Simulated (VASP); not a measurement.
# Pt (Fm-3m) in VASP: a series of runs

The runs below take Pt through single point, relaxation of cell and atoms, with PBE.

Program: VASP 6.6.1. These are calculated values, not measurements. Logs are shortened: lines on timing, memory, paths and dates and some standing lists are left out, and cuts for length are marked.

### 1 The cell of the first run

Symmetry: Fm-3m, No. 225, cubic system. The conventional cell has a = 3.512 Å, b = 3.512 Å, c = 3.512 Å, α = 90.00°, β = 90.00°, γ = 90.00°. Within 3.3 Å of Pt (site symmetry m-3m) lie 12 Pt at 2.48 Å.

### 2 Single point, PBE

Contents of INCAR:

```
SYSTEM = Pt
PREC = Accurate ; ENCUT = 500
EDIFF = 1E-6 ; ISMEAR = -1
SIGMA = 0.1 ; LREAL = .False.
LASPH = .True. ; NELM = 120
ALGO = Normal ; ISIF = 2
LWAVE = .False. ; LCHARG = .False.
GGA = PE ; NBANDS = 11
GGA_COMPAT = .False.
```

Contents of KPOINTS:

```
Automatic mesh
0
Gamma
  20 20 20
  0 0 0
```

Contents of POSCAR:

```
Pt
1.0
    0.0000000000      1.7558772667      1.7558772667
    1.7558772667      0.0000000000      1.7558772667
    1.7558772667      1.7558772667      0.0000000000
Pt
1
Direct
    0.0000000000      0.0000000000      0.0000000000
```

Potentials or basis: VASP PAW PBE potentials, release 64 (Pt).

The run is started by

```console
$ cat potpaw_PBE.64/Pt/POTCAR > POTCAR
$ mpirun -np 1 vasp_std > vasp.out
```

OUTCAR:

```text
SYSTEM = Pt
   PREC = Accurate
   ENCUT = 500
   EDIFF = 1E-6
   ISMEAR = -1
   LREAL = .False.
   LASPH = .True.
   NELM = 120
   ISIF = 2
   GGA = PE

 ion  position               nearest neighbor table
   1  0.000  0.000  0.000-

  LATTYP: Found a face centered cubic cell.
 ALAT       =     3.5117545334

  Lattice vectors:

 A1 = (   0.0000000000,   1.7558772667,   1.7558772667)
 A2 = (   1.7558772667,   0.0000000000,   1.7558772667)
 A3 = (   1.7558772667,   1.7558772667,   0.0000000000)

Analysis of symmetry for initial positions (statically):
=====================================================================
 Subroutine PRICEL returns:
 Original cell was already a primitive cell.

 Routine SETGRP: Setting up the symmetry group for a
 face centered cubic supercell.

 Subroutine GETGRP returns: Found 48 space group operations
 (whereof 48 operations were pure point group operations)
 out of a pool of 48 trial point group operations.

The static configuration has the point symmetry O_h .

Analysis of symmetry for dynamics (positions and initial velocities):
=====================================================================
 Subroutine PRICEL returns:
 Original cell was already a primitive cell.

 Routine SETGRP: Setting up the symmetry group for a
 face centered cubic supercell.

 Subroutine GETGRP returns: Found 48 space group operations
 (whereof 48 operations were pure point group operations)
 out of a pool of 48 trial point group operations.

The dynamic configuration has the point symmetry O_h .

 Subroutine INISYM returns: Found 48 space group operations
 (whereof 48 operations are pure point group operations),
 and found     1 'primitive' translations

----------------------------------------------------------------------------------------

                                     Primitive cell

  volume of cell :      10.8271

  direct lattice vectors                    reciprocal lattice vectors
     0.000000000  1.755877267  1.755877267    -0.284757944  0.284757944  0.284757944
     1.755877267  0.000000000  1.755877267     0.284757944 -0.284757944  0.284757944
     1.755877267  1.755877267  0.000000000     0.284757944  0.284757944 -0.284757944

  length of vectors
     2.483185444  2.483185444  2.483185444     0.493215226  0.493215226  0.493215226

  position of ions in fractional coordinates (direct lattice)
     0.000000000  0.000000000  0.000000000

  ion indices of the primitive-cell ions
   primitive index   ion index
                 1           1

----------------------------------------------------------------------------------------

 KPOINTS: Automatic mesh

Automatic generation of k-mesh.
 Grid dimensions read from file:
 generate k-points for:   20   20   20

 Generating k-lattice:

  Cartesian coordinates                     Fractional coordinates (reciprocal lattice)
    -0.014237897  0.014237897  0.014237897     0.050000000  0.000000000  0.000000000
     0.014237897 -0.014237897  0.014237897     0.000000000  0.050000000  0.000000000
     0.014237897  0.014237897 -0.014237897     0.000000000  0.000000000  0.050000000

  Length of vectors
     0.024660761  0.024660761  0.024660761

  Shift w.r.t. Gamma in fractional coordinates (k-lattice)
     0.000000000  0.000000000  0.000000000

 Subroutine IBZKPT returns following result:
 ===========================================

 Found    256 irreducible k-points:

 Following reciprocal coordinates:
            Coordinates               Weight
  0.000000  0.000000  0.000000      1.000000
  0.050000  0.000000  0.000000      8.000000
  0.100000  0.000000  0.000000      8.000000
  0.150000  0.000000  0.000000      8.000000
  0.200000  0.000000  0.000000      8.000000
  0.250000  0.000000  0.000000      8.000000
[... 16 lines left out ...]
 -0.400000  0.050000  0.000000     24.000000
 -0.350000  0.050000  0.000000     24.000000
 [... further k-points ...]
   k-points           NKPTS =    256   k-points in BZ     NKDIM =    256   number of bands    NBANDS=     11
   number of dos      NEDOS =    301   number of ions     NIONS =      1
   total plane-waves  NPLWV =   5832
   dimension x,y,z NGX =    18 NGY =   18 NGZ =   18
   dimension x,y,z NGXF=    36 NGYF=   36 NGZF=   36
   ions per type =               1
   NGX,Y,Z   is equivalent  to a cutoff of  12.05, 12.05, 12.05 a.u.
   NGXF,Y,Z  is equivalent  to a cutoff of  24.10, 24.10, 24.10 a.u.
 SYSTEM =  Pt
   PREC   = accura    normal or accurate (medium, high low for compatibility)
   ISTART =      0    job   : 0-new  1-cont  2-samecut
   ICHARG =      2    charge: 1-file 2-atom 10-const
   ISPIN  =      1    spin polarized calculation?
   LNONCOLLINEAR =      F non collinear calculations
   LSORBIT =      F    spin-orbit coupling
   LASPH  =      T    aspherical Exc in radial PAW
   ENCUT  =  500.0 eV  36.75 Ry    6.06 a.u.   4.53  4.53  4.53*2*pi/ulx,y,z
   NELM   =    120;   NELMIN=  2; NELMDL= -5     # of ELM steps
   EDIFF  = 0.1E-05   stopping-criterion for ELM
   LREAL  =      F    real-space projection
   EDIFFG = 0.1E-04   stopping-criterion for IOM
   NSW    =      0    number of steps for IOM
   IBRION =     -1    ionic relax: 0-MD 1-quasi-New 2-CG
   NFREE  =      0    steps in history (QN), initial steepest desc. (CG)
   ISIF   =      2    stress and relaxation
   ISYM   =      2    0-nonsym 1-usesym 2-fastsym
   POTIM  = 0.5000    time-step for ionic-motion
   TEBEG  =    0.0;   TEEND  =   0.0 temperature during run
   PSTRESS=    0.0 pullay stress
   NELECT =      10.0000    total number of electrons
   NUPDOWN=      -1.0000    fix difference up-down
   EMIN   =  10.00;   EMAX   =-10.00  energy-range for DOS
   EFERMI =   0.00;   METHOD = LEGACY
   ISMEAR =    -1;   SIGMA  =   0.10  broadening in eV -4-tet -1-fermi 0-gaus
   EFERMI_NEDOS =   21; number of points for ismear=-14 and -15
   IALGO  =     38    algorithm
   IMIX   =      4    mixing-type and parameters
     AMIX     =   0.40;   BMIX     =  1.00
     AMIX_MAG =   1.60;   BMIX_MAG =  1.00
  volume/ion in A,a.u.               =      10.83        73.06
  Fermi-wavevector in a.u.,A,eV,Ry     =   1.594302  3.012795 34.583287  2.541800
  Thomas-Fermi vector in A             =   2.692398
   LORBIT       =      0    0 simple, 1 ext, 2 COOP (PROOUT), +10 PAW based schemes
   GGA     = PE    functional components
   LHFCALC =     F    Hartree Fock is set to
   AEXX    =    0.0000 exact exchange contribution
   IVDW    =     0    specifies the selected vdW correction
   LEPSILON=     F    determine dielectric tensor
   LRPA    =     F    only Hartree local field effects (RPA)
 non-spin polarized calculation
  energy-cutoff  :      500.00
  volume of cell :       10.83
 maximum number of plane-waves:       291
   NGX =  9   NGY =  9   NGZ =  9

 number of electron      10.0000000 magnetization

 Free energy of the ion-electron system (eV)
  ---------------------------------------------------
  ext. energy  EPLUGINS =         0.00000000
  ---------------------------------------------------
  free energy    TOTEN  =        -3.63517392 eV

  energy without entropy =       -3.60330552  energy(sigma->0) =       -3.61923972

 E-fermi :  18.9784     XC(G=0): -15.5489

 val. band max:       18.9778405864   @ k =   0.4500   0.4500   0.0000
 cond. band min:      18.9860213677   @ k =  -0.4000   0.3500   0.1000
 fundamental gap:      0.0081807812
 Fermi energy:        18.9784218096

 k-point     1 :       0.0000    0.0000    0.0000
  band No.  band energies     occupation
      1       4.4472      2.00000
      2      12.5041      2.00000
      3      12.5041      2.00000
      4      12.5041      2.00000
      5      16.1880      2.00000
      6      16.1880      2.00000
      7      31.7894      0.00000
      8      38.7932      0.00000
      9      38.7932      0.00000
     10      38.7932      0.00000
     11      45.4750      0.00000

 k-point     2 :       0.0500    0.0000    0.0000
  band No.  band energies     occupation
      1       4.5917      2.00000
      2      12.4194      2.00000
      3      12.5691      2.00000
      4      12.5691      2.00000
      5      16.1380      2.00000
      6      16.1380      2.00000
      7      32.0577      0.00000
      8      38.1845      0.00000
      9      39.0493      0.00000
     10      39.0493      0.00000
     11      46.2769      0.00000

 k-point     3 :       0.1000    0.0000    0.0000
  band No.  band energies     occupation
      1       5.0094      2.00000
      2      12.2005      2.00000
      3      12.7447      2.00000
      4      12.7447      2.00000
      5      16.0192      2.00000
      6      16.0192      2.00000
      7      32.8067      0.00000
      8      36.9009      0.00000
      9      39.8004      0.00000
     10      39.8004      0.00000
     11      48.0508      0.00000

 k-point     4 :       0.1500    0.0000    0.0000
  band No.  band energies     occupation
      1       5.6455      2.00000
      2      11.9472      2.00000
      3      12.9637      2.00000
      4      12.9637      2.00000
      5      15.9264      2.00000
      6      15.9264      2.00000
      7      33.7653      0.00000
      8      35.6638      0.00000
      9      41.0002      0.00000
     10      41.0002      0.00000
     11      48.9583      0.00000
[... 239 lines left out ...]
 k-point    22 :      -0.4500    0.0500    0.0000
  band No.  band energies     occupation
      1       7.4604      2.00000
      2      12.2332      2.00000
      3      12.4409      2.00000
      4      16.3070      2.00000
      5      18.8617      1.52535
      6      19.8039      0.00052
      7      28.1560      0.00000
      8      31.9390      0.00000
      9      39.6254      0.00000
     10      40.1549      0.00000
     11      50.1888      0.00000

 k-point    23 :      -0.4000    0.0500    0.0000
  band No.  band energies     occupation
      1       7.5208      2.00000
      2      12.3573      2.00000
      3      12.5280      2.00000
      4      15.4353      2.00000
      5      18.2988      1.99777
      6      19.3748      0.03729
      7      29.1128      0.00000
      8      32.6652      0.00000
      9      40.2028      0.00000
     10      41.3365      0.00000
     11      49.6548      0.00000

 k-point    24 :      -0.3500    0.0500    0.0000
  band No.  band energies     occupation
      1       7.5898      2.00000
      2      12.5520      2.00000
      3      12.6951      2.00000
      4      14.1721      2.00000
      5      17.5457      2.00000
      6      18.6965      1.88744
      7      30.2290      0.00000
      8      34.0750      0.00000
      9      41.4050      0.00000
     10      43.1235      0.00000
     11      47.3669      0.00000

 [... further k-points ...]

------------------------ aborting loop because EDIFF is reached ----------------------------------------

  FORCE on cell =-STRESS in cart. coord.  units (eV):
  Direction    XX          YY          ZZ          XY          YZ          ZX
  --------------------------------------------------------------------------------------
  -------------------------------------------------------------------------------------
  Total       16.3556641     16.3556641     16.3556641     -0.0000000      0.0000000     -0.0000000
  in kB     2420.2838448   2420.2838448   2420.2838448     -0.0000000      0.0000000     -0.0000000
  external PRESSURE =    2420.2838448 kB  Pullay stress =       0.0000000 kB

 VOLUME and BASIS-vectors are now :
 -----------------------------------------------------------------------------
  energy-cutoff  :      500.00
  volume of cell :       10.83
      direct lattice vectors                 reciprocal lattice vectors
     0.000000000  1.755877267  1.755877267    -0.284757944  0.284757944  0.284757944
     1.755877267  0.000000000  1.755877267     0.284757944 -0.284757944  0.284757944
     1.755877267  1.755877267  0.000000000     0.284757944  0.284757944 -0.284757944

 POSITION                                       TOTAL-FORCE (eV/Angst)
 -----------------------------------------------------------------------------------
      0.00000      0.00000      0.00000        -0.000000     -0.000000      0.000000
 -----------------------------------------------------------------------------------
    total drift:                                0.000000      0.000000      0.000000

  FREE ENERGIE OF THE ION-ELECTRON SYSTEM (eV)
  ---------------------------------------------------
  free  energy   TOTEN  =        -3.6351739218 eV

  energy  without entropy=       -3.6033055214  energy(sigma->0) =       -3.61923972
```

Wall time 52 s (1 thread of AMD EPYC 7R13, shared host); peak memory 0.11 GiB.

Results:

- Free energy: -3.6352 eV
- Pressure: 242.0 GPa
- Band gap on the k mesh: zero (bands 5 and 6 overlap by 4.01 eV)

Levels at points of the mesh, in eV from the Fermi level:
| k point | band 1 | band 2 | band 3 | band 4 | band 5 | band 6 | band 7 | band 8 | band 9 | band 10 |
| --- | --- | --- | --- | --- | --- | --- | --- | --- | --- | --- |
| (0.00, 0.00, 0.00) | -14.53 | -6.47 | -6.47 | -6.47 | -2.79 | -2.79 | 12.81 | 19.81 | 19.81 | 19.81 |
| (0.50, 0.00, 0.00) | -11.65 | -6.65 | -6.65 | -1.85 | 0.12 | 0.12 | 9.04 | 12.55 | 20.78 | 20.78 |
| (0.50, 0.50, 0.00) | -11.78 | -11.10 | 0.08 | 0.95 | 0.95 | 1.29 | 12.30 | 12.30 | 13.34 | 24.45 |

Caveat: the cell stands under pressure; spin-orbit coupling is left out, which moves the levels of the heavy elements.

### 3 Single point, PBE

Contents of INCAR:

```
PREC = Accurate
ENCUT = 500
EDIFF = 1E-6
ISMEAR = -1
SIGMA = 0.1
LREAL = False
LASPH = True
NELM = 120
ALGO = Normal
ISIF = 2
LWAVE = False
LCHARG = False
GGA = PE
NBANDS = 11
GGA_COMPAT = False
```

Contents of KPOINTS:

```
regular mesh
0
Gamma
  20 20 20
```

POSCAR is that of step 2.

Potentials or basis: VASP PAW PBE potentials, release 64 (Pt).

The run is started by

```console
$ cat potpaw_PBE.64/Pt/POTCAR > POTCAR
$ mpirun -np 1 vasp_std > vasp.out
```

Wall time 53 s (1 thread of AMD EPYC 7R13, shared host); peak memory 0.11 GiB.

The run converged. Its results:

```yaml
Free_energy: -3.6352 eV
Pressure: 242.0 GPa
Band_gap_on_the_k_mesh: zero (bands 5 and 6 overlap by 4.01 eV)
```

Levels at points of the mesh, in eV from the Fermi level:
| k point | band 2 | band 3 | band 4 | band 5 | band 6 | band 7 | band 8 | band 9 |
| --- | --- | --- | --- | --- | --- | --- | --- | --- |
| (0.00, 0.00, 0.00) | -6.47 | -6.47 | -6.47 | -2.79 | -2.79 | 12.81 | 19.81 | 19.81 |
| (0.50, 0.00, 0.00) | -6.65 | -6.65 | -1.85 | 0.12 | 0.12 | 9.04 | 12.55 | 20.78 |
| (0.50, 0.50, 0.00) | -11.10 | 0.08 | 0.95 | 0.95 | 1.29 | 12.30 | 12.30 | 13.34 |

Caveat: the cell stands under pressure; spin-orbit coupling is left out, which moves the levels of the heavy elements.

### 4 Relaxation of cell and atoms, PBE, target pressure 241 GPa, at which the enthalpy is minimised

Contents of INCAR:

```
PREC     = Accurate       # precision mode
ENCUT    = 500            # plane-wave cutoff, eV
EDIFF    = 1E-7           # SCF threshold, eV
ISMEAR   = -1             # smearing method
SIGMA    = 0.1            # smearing width, eV
LREAL    = F              # projectors in reciprocal space
LASPH    = T              # aspherical terms in the spheres
NELM     = 120            # most SCF steps
ALGO     = Normal         # electronic algorithm
ISIF     = 3              # what is computed and relaxed
LWAVE    = F              # write WAVECAR
LCHARG   = F              # write CHGCAR
GGA      = PE             # functional
IBRION   = 2              # ionic algorithm
NSW      = 80             # ionic steps
EDIFFG   = -0.002         # ionic threshold
PSTRESS  = 2410.0       
GGA_COMPAT= F            
NELMIN   = 4
```

KPOINTS is that of step 3.

Contents of POSCAR:

```
Pt
1.0
    0.0000000000      1.7555491363      1.7555491363
    1.7555491363      0.0000000000      1.7555491363
    1.7555491363      1.7555491363      0.0000000000
Pt
1
Direct
    0.0000000000      0.0000000000      0.0000000000
```

The run is started by

```console
$ cat potpaw_PBE.64/Pt/POTCAR > POTCAR
$ mpirun -np 1 vasp_std > vasp.out
```

It took 89 s on 1 thread of AMD EPYC 7R13, shared host; peak memory 0.12 GiB.

The run converged. Its results:

- Free energy: -3.6484 eV
- Relaxed volume: 10.84 Å³/atom
- Relaxed cell: a = 2.484 Å, b = 2.484 Å, c = 2.484 Å, α = 60.00°, β = 60.00°, γ = 60.00°
- Space group after relaxing (to 0.1 Å): Fm-3m (No. 225)
- Energy change on relaxing (the run minimises the enthalpy): -22.4 meV/atom
- Ionic steps: 3
- Pressure after relaxing: 241.0 GPa
- Band gap on the k mesh: zero (bands 5 and 6 overlap by 4.00 eV)

The path:
```csv
step,energy change (eV),largest force (eV/Å),pressure (GPa),volume (Å³)
1,0.0000,0.0000,242.76,10.82
2,-0.2708,0.0000,221.47,11.01
3,-0.0224,0.0000,241.01,10.84
```

Final structure:
```cif
data_structure
_symmetry_space_group_name_H-M 'P 1'
_symmetry_Int_Tables_number 1
_cell_length_a 2.4839
_cell_length_b 2.4839
_cell_length_c 2.4839
_cell_angle_alpha 60.000
_cell_angle_beta 60.000
_cell_angle_gamma 60.000
_cell_volume 10.84
loop_
_atom_site_label
_atom_site_type_symbol
_atom_site_fract_x
_atom_site_fract_y
_atom_site_fract_z
_atom_site_occupancy
Pt1 Pt 0.00000 0.00000 0.00000 1
```

Levels at points of the mesh, in eV from the Fermi level:
| k point | band 2 | band 3 | band 4 | band 5 | band 6 | band 7 | band 8 | band 9 |
| --- | --- | --- | --- | --- | --- | --- | --- | --- |
| (0.00, 0.00, 0.00) | -6.47 | -6.47 | -6.47 | -2.79 | -2.79 | 12.82 | 19.82 | 19.82 |
| (0.50, 0.00, 0.00) | -6.64 | -6.64 | -1.85 | 0.12 | 0.12 | 9.03 | 12.56 | 20.77 |
| (0.50, 0.50, 0.00) | -11.09 | 0.08 | 0.95 | 0.95 | 1.29 | 12.30 | 12.30 | 13.32 |

Caveat: the cell is relaxed towards a set pressure, so the run minimises the enthalpy, not the energy; spin-orbit coupling is left out, which moves the levels of the heavy elements.
